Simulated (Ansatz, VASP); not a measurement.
**Two plane-wave programs on ZrBr5**

The input INCAR:

```
  ALGO = Normal
  EDIFF = 1E-6
  ENCUT = 520
  GGA = PE
  ISIF = 2
  ISMEAR = 0
  LASPH = True
  LCHARG = False
  LREAL = False
  LWAVE = False
  NBANDS = 32
  NELM = 60
  PREC = Accurate
  SIGMA = 0.1
```

The input KPOINTS:

```
k-points
0
Gamma
  4 4 4
```

The input POSCAR:

```
ZrBr5
1.0
    0.0000000000      4.4441781700      4.4441781700
    4.4441781700      0.0000000000      4.4441781700
    4.4441781700      4.4441781700      0.0000000000
Zr Br
1 5
Direct
    0.0000000000      0.0000000000      0.0000000000
    0.7500000000      0.7500000000      0.7500000000
    0.3750000000      0.3750000000      0.8750000000
    0.3750000000      0.8750000000      0.3750000000
    0.8750000000      0.3750000000      0.3750000000
    0.3750000000      0.3750000000      0.3750000000
```

Input for Ansatz:

```yaml
crystal:
  lattice:
    - [0.0, 4.44417817, 4.44417817]
    - [4.44417817, 0.0, 4.44417817]
    - [4.44417817, 4.44417817, 0.0]
  atoms:
    - { symbol: Zr, position: [0.0, 0.0, 0.0] }
    - { symbol: Br, position: [0.75, 0.75, 0.75] }
    - { symbol: Br, position: [0.375, 0.375, 0.875] }
    - { symbol: Br, position: [0.375, 0.875, 0.375] }
    - { symbol: Br, position: [0.875, 0.375, 0.375] }
    - { symbol: Br, position: [0.375, 0.375, 0.375] }
basis:
  ecutwfc: 420
kpoints:
  mp_grid: { grid: [4, 4, 4] }
hamiltonian:
  xc: pbe
scf:
  occupations: { method: gaussian, width: 0.1 }
  lower_state_search: "off"
output:
  forces: true
  stress: true
  eigenvalues: true
```

Change from the starting cell: species swapped into the CaAu5 type (F-43m, No. 216).

Alike in both runs: task single point; functional PBE; k mesh 4 × 4 × 4; occupations gaussian, width 0.1 eV; no spin polarisation.

```csv
,VASP,Ansatz
version,VASP 6.6.1,Ansatz 0.2.0
potentials or method,"VASP PAW PBE potentials, release 64 (Zr_sv, Br), cutoff 520 eV","scalar-relativistic, plane waves, PAW"
valence electrons in the cell,47,47
```

```csv
,VASP,Ansatz,Ansatz less VASP
gap on the k mesh at the Fermi level (eV),none,none,-
pressure (GPa),-3.6,-3.6,0.00
```

A gap of «none» marks a metal or a gap that the smearing closes. With one functional, cell and mesh, what is left measures potentials, basis and numerics.
